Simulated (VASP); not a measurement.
# ZnSe (P4/nmm) in VASP: notebook, part 2 of 2

VASP 6.6.1.

### 3 Single point, PBEsol (atoms shifted along a free coordinate)

The input, INCAR:

```
SYSTEM = ZnSe
  PREC = Accurate
  ENCUT = 520
  EDIFF = 1E-6
  ISMEAR = 0
  SIGMA = 0.05
  LREAL = .False.
  LASPH = .True.
  NELM = 60
  ALGO = Normal
  ISIF = 2
  LWAVE = .False.
  LCHARG = .True.
  GGA = PS
  LELF = .True.
  LVHAR = .True.
  NBANDS = 26
```

The input, KPOINTS:

```
regular mesh
0
Gamma
  8 8 6
  0 0 0
```

The input, POSCAR:

```
ZnSe
1.0
    3.8967330728      0.0000000000      0.0000000000
    0.0000000000      3.8967330728      0.0000000000
    0.0000000000      0.0000000000      5.3509728174
Zn Se
2 2
Direct
    0.0000000000      0.0000000000      0.0000000000
    0.5000000000      0.5000000000      0.0000000000
    0.0000000000      0.5000000000      0.3224306008
    0.5000000000      0.0000000000      0.6775693992
```

Potentials or basis: VASP PAW PBE potentials, release 64 (Zn, Se).

Command:

```
$ cat potpaw_PBE.64/Zn/POTCAR potpaw_PBE.64/Se/POTCAR > POTCAR
$ mpirun -np 1 vasp_std > vasp.out
```

Wall time 51 s (1 thread of AMD EPYC 9R45 (Zen 5), shared host); peak memory 0.22 GiB.

Results (log left out):

- Free energy: -12.4192 eV
- Pressure: -2.7 GPa
- Largest force: 1.905 eV/Å
- Band gap on the k mesh: 0.68 eV

Forces in eV/Å, atoms in the order of the input:
```
Zn   0.000  0.000  0.000
Zn   0.000  0.000  0.000
Se   0.000  0.000 -1.905
Se   0.000  0.000  1.905
```

Stress tensor (GPa, compression positive):
```
 0.28  0.00  0.00
 0.00  0.28  0.00
 0.00  0.00 -8.64
```

Levels at points of the mesh, in eV from the valence-band top:
| k point | band 14 | band 15 | band 16 | band 17 | band 18 | band 19 | band 20 | band 21 | band 22 | band 23 |
| --- | --- | --- | --- | --- | --- | --- | --- | --- | --- | --- |
| (0.00, 0.00, 0.00) | -2.89 | -2.89 | -1.60 | 0.00 | 0.00 | 0.68 | 1.88 | 3.07 | 4.03 | 4.03 |
| (0.50, 0.00, 0.00) | -4.96 | -3.54 | -3.54 | -1.25 | -1.25 | 3.47 | 3.47 | 3.90 | 3.90 | 6.29 |
| (0.50, 0.50, 0.00) | -5.07 | -3.05 | -3.05 | -2.29 | -2.29 | 1.23 | 1.23 | 1.29 | 1.29 | 9.52 |
| (0.00, 0.00, 0.50) | -2.64 | -1.81 | -1.81 | -1.67 | -1.67 | 2.43 | 3.02 | 3.46 | 3.95 | 5.30 |
| (0.50, 0.00, 0.50) | -6.31 | -1.17 | -1.17 | -1.12 | -1.12 | 1.24 | 1.24 | 5.05 | 5.05 | 5.24 |
| (0.50, 0.50, 0.50) | -4.38 | -4.18 | -4.18 | -3.85 | -3.85 | 3.85 | 3.85 | 4.09 | 4.09 | 7.08 |

Caveat: the cell differs from its parent crystal (atoms shifted along a free coordinate); the PAW data sets were made with another functional, which shifts forces and pressure a little. A k mesh can miss the band edges.

### 4 Single point, PBEsol (atoms shifted along a free coordinate)

The input, INCAR:

```
PREC = Accurate ; ENCUT = 520
EDIFF = 1E-6 ; ISMEAR = 0
SIGMA = 0.05 ; LREAL = False
LASPH = True ; NELM = 80
ALGO = Normal ; ISIF = 2
LWAVE = False ; LCHARG = False
GGA = PS ; NBANDS = 26
```

The input, KPOINTS:

```
regular mesh
0
Gamma
  8 8 6
```

Changes to POSCAR since step 3:

```diff
@@ -10,3 +10,3 @@
     0.5000000000      0.5000000000      0.0000000000
-    0.0000000000      0.5000000000      0.3224306008
-    0.5000000000      0.0000000000      0.6775693992
+    0.0000000000      0.5000000000      0.3043429689
+    0.5000000000      0.0000000000      0.6956570311
```

Potentials or basis: VASP PAW PBE potentials, release 64 (Zn, Se).

Command:

```
$ cat potpaw_PBE.64/Zn/POTCAR potpaw_PBE.64/Se/POTCAR > POTCAR
$ mpirun -np 1 vasp_std > vasp.out
```

OUTCAR:

```text
PREC = Accurate
   ENCUT = 520
   EDIFF = 1E-6
   ISMEAR = 0
   LREAL = False
   LASPH = True
   NELM = 80
   ISIF = 2
   GGA = PS

 ion  position               nearest neighbor table
   1  0.000  0.000  0.000-   3 2.54   4 2.54   3 2.54   4 2.54   2 2.76   2 2.76   2 2.76   2 2.76

   2  0.500  0.500  0.000-   3 2.54   4 2.54   4 2.54   3 2.54   1 2.76   1 2.76   1 2.76   1 2.76

   3  0.000  0.500  0.304-   1 2.54   2 2.54   1 2.54   2 2.54
   4  0.500  0.000  0.696-   1 2.54   2 2.54   2 2.54   1 2.54
[... 900 lines left out ...]
  Direction    XX          YY          ZZ          XY          YZ          ZX
  --------------------------------------------------------------------------------------
  -------------------------------------------------------------------------------------
  Total        0.9728523      0.9728523     -1.8839726      0.0000000      0.0000000      0.0000000
  in kB       19.1833052     19.1833052    -37.1493398      0.0000000      0.0000000      0.0000000
  external PRESSURE =       0.4057569 kB  Pullay stress =       0.0000000 kB

 VOLUME and BASIS-vectors are now :
 -----------------------------------------------------------------------------
  energy-cutoff  :      520.00
  volume of cell :       81.25
      direct lattice vectors                 reciprocal lattice vectors
     3.896733073  0.000000000  0.000000000     0.256625225  0.000000000  0.000000000
     0.000000000  3.896733073  0.000000000     0.000000000  0.256625225  0.000000000
     0.000000000  0.000000000  5.350972817     0.000000000  0.000000000  0.186881906

 POSITION                                       TOTAL-FORCE (eV/Angst)
 -----------------------------------------------------------------------------------
      0.00000      0.00000      0.00000        -0.000000     -0.000000      0.000000
      1.94837      1.94837      0.00000         0.000000      0.000000      0.000000
      0.00000      1.94837      1.62853         0.000000      0.000000     -1.030555
      1.94837      0.00000      3.72244        -0.000000      0.000000      1.030555
 -----------------------------------------------------------------------------------
    total drift:                                0.000000      0.000000      0.000000

  FREE ENERGIE OF THE ION-ELECTRON SYSTEM (eV)
  ---------------------------------------------------
  free  energy   TOTEN  =       -12.7064088618 eV

  energy  without entropy=      -12.7064088618  energy(sigma->0) =      -12.70640886
```

Wall time 49 s (1 thread of AMD EPYC 9R45 (Zen 5), shared host); peak memory 0.22 GiB.

Results:

```yaml
Free_energy: -12.7064 eV
Pressure: 0.0 GPa
Largest_force: 1.031 eV/Å
Band_gap_on_the_k_mesh: 1.12 eV
```

Forces in eV/Å, atoms in the order of the input:
```
Zn   0.000  0.000  0.000
Zn   0.000  0.000  0.000
Se   0.000  0.000 -1.031
Se   0.000  0.000  1.031
```

Stress tensor (GPa, compression positive):
```
 1.92  0.00  0.00
 0.00  1.92  0.00
 0.00  0.00 -3.71
```

Caveat: the cell differs from its parent crystal (atoms shifted along a free coordinate); the PAW data sets were made with another functional, which shifts forces and pressure a little. A k mesh can miss the band edges.

### 5 The runs side by side

```csv
cell,gap on the mesh (eV),pressure (GPa),largest force (eV/Å)
"as given, atomic positions A",1.50,13.7,2.54
"as given, atomic positions B",0.68,-2.7,1.91
"as given, atomic positions C",1.12,0.0,1.03
```

Alike in all rows: task single point; level PBEsol; potentials or basis VASP PAW PBE potentials, release 64 (Zn, Se); no spin polarisation; k mesh 8 × 8 × 6; cutoff (eV) 520; smearing gaussian 0.05 eV.

Caveats: the PAW data sets were made with another functional, which shifts forces and pressure a little; the cell stands under pressure (at least some runs).

Absolute energies hang on the potentials; compare differences alone.
